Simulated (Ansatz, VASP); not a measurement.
# Two plane-wave programs on ZnS

INCAR

```
ALGO = Normal
EDIFF = 1E-6
ENCUT = 520
ISIF = 2
ISMEAR = 0
LASPH = True
LCHARG = False
LREAL = False
LWAVE = False
NBANDS = 46
NELM = 100
PREC = Accurate
SIGMA = 0.05
```

KPOINTS

```
k-points
0
Gamma
  6 6 6
```

File POSCAR:

```
ZnS
1.0
    5.4093000000      0.0000000000      0.0000000000
    0.0000000000     -5.4093000000      0.0000000000
    0.0000000000      0.0000000000     -5.4093000000
Zn S
4 4
Direct
   -0.0235922484      0.5113782637      0.5480690199
    0.4994894207     -0.0048514185      0.4828351640
    0.5276133233      0.4916188268     -0.0107460999
   -0.0168384391     -0.0119993889      0.0155522977
    0.7682276354      0.7989395638      0.7814299306
    0.2483946214      0.2238981265      0.7458777967
    0.2053486614      0.7296921477      0.1839744860
    0.7913570253      0.2613238789      0.2530074050
```

Input for Ansatz:

```yaml
crystal:
  lattice:
    - [5.4093, 0.0, 0.0]
    - [0.0, -5.4093, 0.0]
    - [0.0, 0.0, -5.4093]
  atoms:
    - { symbol: Zn, position: [-0.0235922484, 0.5113782637, 0.5480690199] }
    - { symbol: Zn, position: [0.4994894207, -0.0048514185, 0.482835164] }
    - { symbol: Zn, position: [0.5276133233, 0.4916188268, -0.0107460999] }
    - { symbol: Zn, position: [-0.0168384391, -0.0119993889, 0.0155522977] }
    - { symbol: S, position: [0.7682276354, 0.7989395638, 0.7814299306] }
    - { symbol: S, position: [0.2483946214, 0.2238981265, 0.7458777967] }
    - { symbol: S, position: [0.2053486614, 0.7296921477, 0.183974486] }
    - { symbol: S, position: [0.7913570253, 0.2613238789, 0.253007405] }
basis:
  ecutwfc: 420
kpoints:
  mp_grid: { grid: [6, 6, 6] }
hamiltonian:
  xc: lda
scf:
  occupations: { method: gaussian, width: 0.05 }
output:
  forces: true
  stress: true
  eigenvalues: true
```

Change from the starting cell: all atoms moved at random (sigma 0.15 Å a component).

Alike in both runs: task single point; functional LDA; k mesh 6 × 6 × 6; occupations gaussian, width 0.05 eV; no spin polarisation.

```csv
,VASP,Ansatz
version,VASP 6.6.1,Ansatz 0.2.0
potentials or method,"VASP PAW LDA potentials, release 64 (Zn, S), cutoff 520 eV","scalar-relativistic, plane waves, PAW"
valence electrons in the cell,72,72
```

```csv
,VASP,Ansatz,Ansatz less VASP
gap on the k mesh at the Fermi level (eV),1.46,1.43,-0.026
least direct gap on the mesh (eV),1.46,1.43,-0.026
pressure (GPa),-1.3,-1.5,-0.21
"traceless stress, the component that is largest in VASP (GPa)",-3.46,-3.42,+0.041
rms of the force components (eV/Å),1.680,1.666,-0.0140
```

LDA's correlation is that of Perdew and Zunger in VASP and of Perdew and Wang (1992) in Ansatz. Atom by atom the forces differ by 0.015 eV/Å (rms over components).
